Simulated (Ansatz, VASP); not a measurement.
Sb in VASP and in Ansatz

File INCAR:

```
SYSTEM = Sb
  PREC = Accurate
  ENCUT = 600
  EDIFF = 1E-6
  ISMEAR = 0
  SIGMA = 0.1
  LREAL = .FALSE.
  LASPH = .TRUE.
  NELM = 100
  ALGO = Normal
  ISIF = 3
  LWAVE = .FALSE.
  LCHARG = .FALSE.
  GGA = PE
  IBRION = 2
  NSW = 90
  EDIFFG = -0.04
```

The input KPOINTS:

```
Automatic mesh
0
G
  6 6 4
  0 0 0
```

POSCAR

```
Sb
1.0
    4.1644307200      0.0000000000      0.0000000000
   -2.0822153600      3.6065028000      0.0000000000
    0.0000000000      0.0000000000      6.9388679700
Sb
4
Direct
    0.0000000000      0.0000000000      0.8025568000
    0.0000000000      0.0000000000      0.1974432000
    0.3333333300      0.6666666700      0.6146058900
    0.6666666700      0.3333333300      0.3853941100
```

Input for Ansatz:

```yaml
crystal:
  lattice:
    - [4.16443072, 0.0, 0.0]
    - [-2.08221536, 3.6065028, 0.0]
    - [0.0, 0.0, 6.93886797]
  atoms:
    - { symbol: Sb, position: [0.0, 0.0, 0.8025568] }
    - { symbol: Sb, position: [0.0, 0.0, 0.1974432] }
    - { symbol: Sb, position: [0.33333333, 0.66666667, 0.61460589] }
    - { symbol: Sb, position: [0.66666667, 0.33333333, 0.38539411] }
basis:
  ecutwfc: 420
kpoints:
  mp_grid: { grid: [6, 6, 4] }
hamiltonian:
  xc: pbe
scf:
  occupations: { method: gaussian, width: 0.1 }
  lower_state_search: "off"
output:
  forces: true
  stress: true
  eigenvalues: true
relax:
  adjacent_minimum: "off"
  f_tol: 0.04
  max_steps: 70
  cell: { stress_tol: 0.4 }
```

Alike in both runs: task relaxation of cell and atoms; functional PBE; k mesh 6 × 6 × 4; occupations gaussian, width 0.1 eV; no spin polarisation.

|  | VASP | Ansatz |
| --- | --- | --- |
| version | VASP 6.6.1 | Ansatz 0.2.0 |
| potentials or method | VASP PAW PBE potentials, release 64 (Sb), cutoff 600 eV | scalar-relativistic, plane waves, PAW |
| valence electrons in the cell | 20 | 60 |

|  | VASP | Ansatz | Ansatz less VASP |
| --- | --- | --- | --- |
| gap on the k mesh at the Fermi level, each at its own relaxed structure (eV) | 0.20 | 0.21 | +0.010 |
| relaxed volume (Å³/atom) | 37.44 | 37.53 | +0.093 |
| relaxed cell length with the largest relative difference (Å) | 9.410 | 9.436 | +0.0264 |

VASP's potentials hold 20 valence electrons a cell and Ansatz's 60, so a difference there can come from the potentials and not from the codes.

Neither program's run includes spin-orbit coupling. Noted on VASP's run: the volume moved by over 15 % at a fixed basis, so the end points are rough.
